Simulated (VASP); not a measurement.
Na: single point with LDA

The system is Na.

```
CELL_PARAMETERS angstrom
0.00000 2.62488 2.62488
2.62488 0.00000 2.62488
2.62488 2.62488 0.00000
ATOMIC_POSITIONS crystal
Na 0.00000 0.00000 0.00000
```

This cell differs from its parent crystal: volume scaled by 1.08.

* Program: VASP 6.6.1
* Task: single point
* Functional: LDA
* Potentials or basis: VASP PAW LDA potentials, release 64 (Na_pv)
* Cutoff: 520 eV
* k mesh: 12 × 12 × 12
* Occupations: fermi-dirac, width 0.1 eV
* Spin: no spin polarisation

```
Pressure : -0.6 GPa
```

Levels at points of the mesh, in eV from the Fermi level:
```csv
k point,band 1,band 2,band 3,band 4,band 5,band 6,band 7,band 8,band 9
"(0.00, 0.00, 0.00)",-24.90,-24.90,-24.90,-3.31,11.21,11.21,11.21,12.49,12.79
"(0.50, 0.00, 0.00)",-24.93,-24.90,-24.90,0.61,0.96,10.26,10.26,11.26,11.26
"(0.50, 0.50, 0.00)",-24.93,-24.91,-24.91,1.82,2.37,6.38,7.22,7.22,9.18
```

Wall time 8 s on 1 thread of Intel(R) Xeon(R) 6975P-C (Granite Rapids), on a shared host, peak memory 0.14 GiB.
